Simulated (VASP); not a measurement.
Wanted: the native input for a VASP 6.6.1 run.

```
Task                   : single point
Functional             : PBE
Potentials or basis    : VASP PAW PBE potentials, release 64 (Mo_sv)
Cutoff                 : 520 eV
k mesh                 : 22 × 22 × 22
Occupations            : gaussian, width 0.15 eV
Spin                   : no spin polarisation
Dipole correction      : no
Further INCAR settings : ALGO = Fast; EDIFF = 1e-07; NBANDS = 13
```

The structure of Mo lies in POSCAR:

```
Mo
1.0
    0.0000000000      2.3351974034      1.4693062062
    2.3351974034      0.0000000000      1.4693062062
    2.3351974034      2.3351974034      0.0000000000
Mo
1
Direct
    0.0000000000      0.0000000000      0.0000000000
```

This cell differs from its parent crystal: volume 16.025 Å^3 an atom, c/a of the conventional cell 0.6292.

These files were run (other wordings do the same):

INCAR

```
ALGO = Fast
EDIFF = 1E-7
ENCUT = 520
GGA = PE
ISIF = 2
ISMEAR = 0
LASPH = T
LCHARG = F
LREAL = F
LWAVE = F
NBANDS = 13
NELM = 60
PREC = Accurate
SIGMA = 0.15
```

KPOINTS

```
k-points
0
Gamma
  22 22 22
```

Potentials or basis: VASP PAW PBE potentials, release 64 (Mo_sv).

The run is started by

```console
$ cat potpaw_PBE.64/Mo_sv/POTCAR > POTCAR
$ mpirun -np 1 vasp_std > vasp.out
```

Results of the run:

- Pressure: -1.5 GPa
- Band gap on the k mesh: zero (band 7 reaches 15.97 eV, above the bottom of band 8 at 10.90 eV)

Run time: 80 s on 1 thread of Intel(R) Xeon(R) 6975P-C (Granite Rapids), with other jobs on the host, peak memory 0.28 GiB.
